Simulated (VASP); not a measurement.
The system is Te2Mo.

```
CELL_PARAMETERS angstrom
3.51820 0.00000 0.00000
-1.75910 3.04685 0.00000
0.00000 0.00000 13.97360
ATOMIC_POSITIONS crystal
Te 0.66667 0.33333 0.37900
Te 0.33333 0.66667 0.87900
Te 0.66667 0.33333 0.12100
Te 0.33333 0.66667 0.62100
Mo 0.66667 0.33333 0.75000
Mo 0.33333 0.66667 0.25000
```

```yaml
Program: VASP 6.6.1
Task: relaxation of cell and atoms
Functional: r2SCAN
Dispersion: D4
Potentials_or_basis: VASP PAW PBE potentials, release 64 (Te, Mo_sv)
Cutoff: 600 eV
k_mesh: 9 × 9 × 2
Occupations: fermi-dirac, width 0.05 eV
Spin: no spin polarisation
```

At the start: pressure 1.3 GPa; volume 24.96 Å³/atom.

Where does the relaxation end?

Over 14 steps the energy falls by 3.7 meV/atom and the volume is 25.91 Å³/atom (+3.8 %); space group P6_3/mmc (No. 194, to 0.1 Å) before and after.

The path:
```
step  energy change (eV)  largest force (eV/Å)  pressure (GPa)  volume (Å³)
   1              0.0000                0.0493            1.26       149.79
   2             -0.0011                0.3502           -1.38       154.09
   3             -0.0090                0.2063           -0.13       151.98
   4             -0.0144                0.0718            0.05       152.68
   5             -0.0145                0.0501            0.08       152.79
   6             -0.0167                0.0456            0.02       153.23
   7             -0.0208                0.0332           -0.13       154.57
   8             -0.0195                0.0106           -0.34       157.25
   9             -0.0217                0.0190           -0.22       155.72
  10             -0.0184                0.1390            0.83       154.56
  11             -0.0219                0.0136            0.00       155.48
  12             -0.0219                0.0130            0.00       155.48
  13             -0.0219                0.0059           -0.02       155.40
  14             -0.0219                0.0017           -0.01       155.43
```

Final structure:
```xyz
6
Lattice="3.5468 0.0000 0.0000 -1.7734 3.0716 0.0000 0.0000 0.0000 14.2672" Properties=species:S:1:pos:R:3 pbc="T T T"
Te    1.7734    1.0239    5.3604
Te    0.0000    2.0477   12.4940
Te    1.7734    1.0239    1.7732
Te    0.0000    2.0477    8.9068
Mo    1.7734    1.0239   10.7004
Mo    0.0000    2.0477    3.5668
```

Caveat: the PAW data sets were made with another functional, which shifts forces and pressure a little.
